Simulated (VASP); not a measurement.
# Al (a cell with a defect) in VASP: single point with PBEsol

Aim: the single point of Al (a cell with a defect) with PBEsol.

All numbers are computed with VASP 6.6.1; they aren't measurements. Logs are shortened: lines on timing, memory, paths and dates and some standing lists are left out, and cuts for length are marked.

## Step 1: The cell of the first run

The cell holds a defect, 31 atoms: a = 8.100 Å, b = 8.100 Å, c = 8.100 Å, α = 90.00°, β = 90.00°, γ = 90.00°.

## Step 2: Single point, PBEsol

Input file INCAR:

```
SYSTEM = Al
PREC = Accurate
ENCUT = 520
EDIFF = 1E-6
ISMEAR = 0
SIGMA = 0.05
LREAL = Auto
LASPH = .True.
NELM = 60
ALGO = Normal
ISIF = 2
LWAVE = .False.
LCHARG = .False.
GGA = PS
NBANDS = 68
```

Input file KPOINTS:

```
Automatic mesh
0
Gamma
  3 3 3
  0 0 0
```

Input file POSCAR:

```
Al
1.0
    8.1000000000      0.0000000000      0.0000000000
    0.0000000000      8.1000000000      0.0000000000
    0.0000000000      0.0000000000      8.1000000000
Al
31
Direct
    0.5014890123     -0.0031081481      0.0037661728
    0.7507812346      0.2499453086     -0.0006551852
    0.7463296296     -0.0031064198      0.2486288889
   -0.0006991358      0.0009270370     -0.0016435802
    0.2506823457      0.2499272840     -0.0049793827
    0.5014620988      0.5029722222      0.0037917284
    0.7486414815      0.7499318519      0.0014538272
    0.2435353086      0.0119237037      0.2468732099
    0.5015304938      0.2499255556      0.2485791358
    0.7463214815      0.5029896296      0.2486325926
    0.5032428395      0.0119228395      0.5065920988
    0.7551003704      0.2499322222      0.4994201235
    0.7517704938      0.0009383951      0.7508039506
   -0.0006916049      0.4989461728     -0.0016516049
    0.2527208642      0.7499379012      0.0029727160
   -0.0071725926      0.2499422222      0.2484404938
    0.2435228395      0.4879446914      0.2468866667
    0.0023361728     -0.0023812346      0.5003623457
    0.2489655556      0.2499387654      0.5011712346
    0.5032492593      0.4879407407      0.5065795062
    0.7471549383      0.7499506173      0.4973961728
    0.2497358025     -0.0023996296      0.7477949383
    0.5016739506      0.2499349383      0.7572969136
    0.7517500000      0.4989369136      0.7508119753
    0.0034361728      0.7499337037      0.2517432099
    0.0023061728      0.5022583951      0.5003775309
    0.4376737037      0.7499328395      0.3124488889
    0.0006534568      0.2499353086      0.7494613580
    0.2497367901      0.5022588889      0.7477919753
    0.4983611111      0.7499246914      0.7466623457
    0.0020791358      0.7499361728      0.7480237037
```

Potentials or basis: VASP PAW PBE potentials, release 64 (Al).

On the command line:

```sh
cat potpaw_PBE.64/Al/POTCAR > POTCAR
mpirun -np 1 vasp_std > vasp.out
```

OUTCAR:

```text
SYSTEM = Al
   PREC = Accurate
   ENCUT = 520
   EDIFF = 1E-6
   ISMEAR = 0
   LREAL = Auto
   LASPH = .True.
   NELM = 60
   ISIF = 2
   GGA = PS

 ion  position               nearest neighbor table
   1  0.501  0.997  0.004-   3 2.80   7 2.83  15 2.84   9 2.85  23 2.86   8 2.87   2 2.88  13 2.88
                             5 2.89  30 2.89  22 2.91  27 3.24
   2  0.751  0.250  0.999-  16 2.81  23 2.81  24 2.85  14 2.85   4 2.85  13 2.85   9 2.86  28 2.86
                            10 2.88   3 2.88   1 2.88   6 2.88
   3  0.746  0.997  0.249-   1 2.80   7 2.83  21 2.84   9 2.85  16 2.86  11 2.87   2 2.88   4 2.88
                            12 2.89  25 2.89  18 2.91  27 3.24
   4  0.999  0.001  0.998-   8 2.82  13 2.84   2 2.85  28 2.85  16 2.86   5 2.87  22 2.87  31 2.87
                             7 2.87   3 2.88  25 2.89  15 2.89
   5  0.251  0.250  0.995-  23 2.80   8 2.81  17 2.81  28 2.84  22 2.86  29 2.86   4 2.87  14 2.87
                             6 2.89   1 2.89   9 2.89  16 2.93
   6  0.501  0.503  0.004-  10 2.80   7 2.83  15 2.84   9 2.85  23 2.86  17 2.87   2 2.88  24 2.88
                             5 2.89  30 2.89  29 2.91  27 3.24
   7  0.749  0.750  0.001-   1 2.83  10 2.83   3 2.83   6 2.83  24 2.87  14 2.87   4 2.87  13 2.87
                            30 2.89  25 2.89  31 2.90
   8  0.244  0.012  0.247-  27 2.69  16 2.80   5 2.81  19 2.82   4 2.82  18 2.84   9 2.84   1 2.87
                            25 2.88  15 2.90  11 2.98
   9  0.502  0.250  0.249-   8 2.84  20 2.84  11 2.84  17 2.84   3 2.85   6 2.85   1 2.85  10 2.85
[... 31 lines left out ...]
  25  0.003  0.750  0.252-  18 2.84  26 2.84  15 2.85  21 2.88  17 2.88   8 2.88  10 2.89   3 2.89
                             4 2.89  14 2.89   7 2.89
  26  0.002  0.502  0.500-  29 2.83  17 2.84  31 2.84  25 2.84  19 2.86  12 2.86  24 2.87  28 2.87
                            21 2.88  16 2.89  10 2.91
  27  0.438  0.750  0.312-  20 2.69   8 2.69  11 2.69  17 2.69  15 2.92  21 2.92  10 3.24   6 3.24
                             3 3.24   1 3.24
  28  0.001  0.250  0.749-   5 2.84  12 2.84  19 2.84  13 2.85  14 2.85   4 2.85  24 2.85   2 2.86
                            26 2.87  29 2.87  18 2.87  22 2.87
  29  0.250  0.502  0.748-  26 2.83  20 2.84  31 2.84  30 2.84  19 2.86   5 2.86  14 2.87  28 2.87
                            15 2.88  23 2.89   6 2.91
  30  0.498  0.750  0.747-  29 2.84  22 2.84  21 2.85  15 2.88  20 2.88  11 2.88   1 2.89   6 2.89
                            24 2.89  13 2.89   7 2.89
  31  0.002  0.750  0.748-  22 2.84  26 2.84  29 2.84  18 2.84  13 2.87  14 2.87   4 2.87  24 2.87
                            21 2.90  15 2.90   7 2.90

  LATTYP: Found a simple cubic cell.
 ALAT       =     8.1000000000

  Lattice vectors:

 A1 = (   8.1000000000,   0.0000000000,   0.0000000000)
 A2 = (   0.0000000000,   8.1000000000,   0.0000000000)
 A3 = (   0.0000000000,   0.0000000000,   8.1000000000)

Analysis of symmetry for initial positions (statically):
=====================================================================
 Subroutine PRICEL returns:
 Original cell was already a primitive cell.

 Routine SETGRP: Setting up the symmetry group for a
 simple cubic supercell.

 Subroutine GETGRP returns: Found  1 space group operations
 (whereof  1 operations were pure point group operations)
 out of a pool of 48 trial point group operations.

The static configuration has the point symmetry C_1 .

Analysis of symmetry for dynamics (positions and initial velocities):
=====================================================================
 Subroutine PRICEL returns:
 Original cell was already a primitive cell.

 Routine SETGRP: Setting up the symmetry group for a
 simple cubic supercell.

 Subroutine GETGRP returns: Found  1 space group operations
 (whereof  1 operations were pure point group operations)
 out of a pool of 48 trial point group operations.

The dynamic configuration has the point symmetry C_1 .

 Subroutine INISYM returns: Found  1 space group operations
 (whereof  1 operations are pure point group operations),
 and found     1 'primitive' translations

----------------------------------------------------------------------------------------

                                     Primitive cell

  volume of cell :     531.4410

  direct lattice vectors                    reciprocal lattice vectors
     8.100000000  0.000000000  0.000000000     0.123456790  0.000000000  0.000000000
     0.000000000  8.100000000  0.000000000     0.000000000  0.123456790  0.000000000
     0.000000000  0.000000000  8.100000000     0.000000000  0.000000000  0.123456790

  length of vectors
     8.100000000  8.100000000  8.100000000     0.123456790  0.123456790  0.123456790

  position of ions in fractional coordinates (direct lattice)
     0.501489012  0.996891852  0.003766173
     0.750781235  0.249945309  0.999344815
     0.746329630  0.996893580  0.248628889
     0.999300864  0.000927037  0.998356420
     0.250682346  0.249927284  0.995020617
     0.501462099  0.502972222  0.003791728
[... 23 lines left out ...]
     0.498361111  0.749924691  0.746662346
     0.002079136  0.749936173  0.748023704

  ion indices of the primitive-cell ions
   primitive index   ion index
                 1           1
                 2           2
                 3           3
                 4           4
                 5           5
                 6           6
[... 23 lines left out ...]
                30          30
                31          31

----------------------------------------------------------------------------------------

 KPOINTS: Automatic mesh

Automatic generation of k-mesh.
 Grid dimensions read from file:
 generate k-points for:    3    3    3

 Generating k-lattice:

  Cartesian coordinates                     Fractional coordinates (reciprocal lattice)
     0.041152263  0.000000000  0.000000000     0.333333333  0.000000000  0.000000000
     0.000000000  0.041152263  0.000000000     0.000000000  0.333333333  0.000000000
     0.000000000  0.000000000  0.041152263     0.000000000  0.000000000  0.333333333

  Length of vectors
     0.041152263  0.041152263  0.041152263

  Shift w.r.t. Gamma in fractional coordinates (k-lattice)
     0.000000000  0.000000000  0.000000000

 Subroutine IBZKPT returns following result:
 ===========================================

 Found     14 irreducible k-points:

 Following reciprocal coordinates:
            Coordinates               Weight
  0.000000  0.000000  0.000000      1.000000
  0.333333  0.000000  0.000000      2.000000
  0.000000  0.333333  0.000000      2.000000
  0.000000  0.000000  0.333333      2.000000
  0.333333  0.333333  0.000000      2.000000
  0.000000  0.333333  0.333333      2.000000
  0.333333  0.000000  0.333333      2.000000
 -0.333333  0.333333  0.000000      2.000000
 -0.333333  0.000000  0.333333      2.000000
  0.000000 -0.333333  0.333333      2.000000
  0.333333  0.333333  0.333333      2.000000
 -0.333333  0.333333  0.333333      2.000000
 -0.333333 -0.333333  0.333333      2.000000
  0.333333 -0.333333  0.333333      2.000000
   k-points           NKPTS =     14   k-points in BZ     NKDIM =     14   number of bands    NBANDS=     68
   number of dos      NEDOS =    301   number of ions     NIONS =     31
   total plane-waves  NPLWV = 216000
   dimension x,y,z NGX =    60 NGY =   60 NGZ =   60
   dimension x,y,z NGXF=   120 NGYF=  120 NGZF=  120
   ions per type =              31
   NGX,Y,Z   is equivalent  to a cutoff of  12.31, 12.31, 12.31 a.u.
   NGXF,Y,Z  is equivalent  to a cutoff of  24.63, 24.63, 24.63 a.u.
 SYSTEM =  Al
   PREC   = accura    normal or accurate (medium, high low for compatibility)
   ISTART =      0    job   : 0-new  1-cont  2-samecut
   ICHARG =      2    charge: 1-file 2-atom 10-const
   ISPIN  =      1    spin polarized calculation?
   LNONCOLLINEAR =      F non collinear calculations
   LSORBIT =      F    spin-orbit coupling
   LASPH  =      T    aspherical Exc in radial PAW
   ENCUT  =  520.0 eV  38.22 Ry    6.18 a.u.  15.06 15.06 15.06*2*pi/ulx,y,z
   NELM   =     60;   NELMIN=  2; NELMDL= -5     # of ELM steps
   EDIFF  = 0.1E-05   stopping-criterion for ELM
   LREAL  =      T    real-space projection
   EDIFFG = 0.1E-04   stopping-criterion for IOM
   NSW    =      0    number of steps for IOM
   IBRION =     -1    ionic relax: 0-MD 1-quasi-New 2-CG
   NFREE  =      0    steps in history (QN), initial steepest desc. (CG)
   ISIF   =      2    stress and relaxation
   ISYM   =      2    0-nonsym 1-usesym 2-fastsym
   POTIM  = 0.5000    time-step for ionic-motion
   TEBEG  =    0.0;   TEEND  =   0.0 temperature during run
   PSTRESS=    0.0 pullay stress
   NELECT =      93.0000    total number of electrons
   NUPDOWN=      -1.0000    fix difference up-down
   EMIN   =  10.00;   EMAX   =-10.00  energy-range for DOS
   EFERMI =   0.00;   METHOD = LEGACY
   ISMEAR =     0;   SIGMA  =   0.05  broadening in eV -4-tet -1-fermi 0-gaus
   EFERMI_NEDOS =   21; number of points for ismear=-14 and -15
   IALGO  =     38    algorithm
   IMIX   =      4    mixing-type and parameters
     AMIX     =   0.40;   BMIX     =  1.00
     AMIX_MAG =   1.60;   BMIX_MAG =  1.00
  volume/ion in A,a.u.               =      17.14       115.69
  Fermi-wavevector in a.u.,A,eV,Ry     =   0.915695  1.730412 11.408446  0.838497
  Thomas-Fermi vector in A             =   2.040466
   LORBIT       =      0    0 simple, 1 ext, 2 COOP (PROOUT), +10 PAW based schemes
   GGA     = PS    functional components
   LHFCALC =     F    Hartree Fock is set to
   AEXX    =    0.0000 exact exchange contribution
   IVDW    =     0    specifies the selected vdW correction
   LEPSILON=     F    determine dielectric tensor
   LRPA    =     F    only Hartree local field effects (RPA)
 non-spin polarized calculation
 Gauss-broadening in eV      SIGMA  =   0.05
  energy-cutoff  :      520.00
  volume of cell :      531.44
 maximum number of plane-waves:     14358
   NGX = 31   NGY = 31   NGZ = 31

 number of electron      93.0000000 magnetization

 Free energy of the ion-electron system (eV)
  ---------------------------------------------------
  ext. energy  EPLUGINS =         0.00000000
  ---------------------------------------------------
  free energy    TOTEN  =      -126.10509486 eV

  energy without entropy =     -126.09291622  energy(sigma->0) =     -126.09900554

 E-fermi :   7.4052     XC(G=0): -10.0932

 val. band max:        7.3747322290   @ k =   0.3333  -0.3333   0.3333
 cond. band min:       7.4274083467   @ k =  -0.3333  -0.3333   0.3333
 fundamental gap:      0.0526761178
 Fermi energy:         7.4052335559

 k-point     1 :       0.0000    0.0000    0.0000
  band No.  band energies     occupation
      1      -3.4130      2.00000
      2      -1.3034      2.00000
      3      -1.2742      2.00000
      4      -1.2203      2.00000
      5      -1.2133      2.00000
      6      -1.1032      2.00000
[... 843 lines left out ...]
     57       9.2080      0.00000
     58       9.4146      0.00000
 [bands above 58 left out]

------------------------ aborting loop because EDIFF is reached ----------------------------------------

  FORCE on cell =-STRESS in cart. coord.  units (eV):
  Direction    XX          YY          ZZ          XY          YZ          ZX
  --------------------------------------------------------------------------------------
  -------------------------------------------------------------------------------------
  Total       -8.3046537     -5.5885037     -8.3079656      0.0002457     -0.0016481      0.0116280
  in kB      -25.0366981    -16.8481053    -25.0466828      0.0007406     -0.0049687      0.0350557
  external PRESSURE =     -22.3104954 kB  Pullay stress =       0.0000000 kB

 VOLUME and BASIS-vectors are now :
 -----------------------------------------------------------------------------
  energy-cutoff  :      520.00
  volume of cell :      531.44
      direct lattice vectors                 reciprocal lattice vectors
     8.100000000  0.000000000  0.000000000     0.123456790  0.000000000  0.000000000
     0.000000000  8.100000000  0.000000000     0.000000000  0.123456790  0.000000000
     0.000000000  0.000000000  8.100000000     0.000000000  0.000000000  0.123456790

 POSITION                                       TOTAL-FORCE (eV/Angst)
 -----------------------------------------------------------------------------------
      4.06206      8.07482      0.03051        -0.020781     -0.034681      0.031284
      6.08133      2.02456      8.09469        -0.013286     -0.000332      0.014817
      6.04527      8.07484      2.01389        -0.031337     -0.034800      0.020462
      8.09434      0.00751      8.08669        -0.012118      0.001417      0.010658
      2.03053      2.02441      8.05967        -0.021287      0.000500      0.023883
      4.06184      4.07407      0.03071        -0.020351      0.035245      0.030945
[... 23 lines left out ...]
      4.03672      6.07439      6.04797        -0.006626      0.000539      0.005984
      0.01684      6.07448      6.05899        -0.010665     -0.000064      0.010953
 -----------------------------------------------------------------------------------
    total drift:                                0.016971     -0.005365     -0.016026

  FREE ENERGIE OF THE ION-ELECTRON SYSTEM (eV)
  ---------------------------------------------------
  free  energy   TOTEN  =      -126.1050948571 eV

  energy  without entropy=     -126.0929162219  energy(sigma->0) =     -126.09900554
```

It took 11 min on 1 thread of Intel Xeon Platinum 8375C at 2.90GHz (Ice Lake), shared host; peak memory 0.63 GiB.

What came out:

```yaml
Free_energy: -126.1051 eV
Pressure: -2.2 GPa
Largest_force: 0.721 eV/Å
Band_gap_on_the_k_mesh: zero (an odd number of electrons rules out a gap without spin polarisation)
```

Forces on the atoms (eV/Å):
```
Al  -0.021 -0.035  0.031
Al  -0.013  0.000  0.015
Al  -0.031 -0.035  0.020
Al  -0.012  0.001  0.011
Al  -0.021  0.001  0.024
Al  -0.020  0.035  0.031
Al  -0.013 -0.001  0.014
Al  -0.014 -0.010  0.048
Al  -0.002 -0.001  0.002
Al  -0.031  0.036  0.020
Al  -0.047 -0.010  0.014
Al  -0.024  0.000  0.021
Al  -0.011  0.001  0.012
Al  -0.012 -0.001  0.011
Al  -0.027  0.000  0.015
Al  -0.031  0.000 -0.003
Al  -0.014  0.008  0.048
Al  -0.015 -0.024  0.003
Al  -0.032  0.000  0.032
Al  -0.047  0.009  0.015
Al  -0.016  0.000  0.026
Al  -0.003 -0.024  0.015
Al   0.003  0.000  0.031
Al  -0.011 -0.001  0.012
Al  -0.006  0.000  0.006
Al  -0.015  0.025  0.003
Al   0.509  0.001 -0.510
Al   0.000 -0.001  0.002
Al  -0.003  0.025  0.014
Al  -0.007  0.001  0.006
Al  -0.011  0.000  0.011
```

Caveat: the PAW data sets were made with another functional, which shifts forces and pressure a little.

The gap in the log of VASP goes by the Fermi energy; the results here count the filled bands.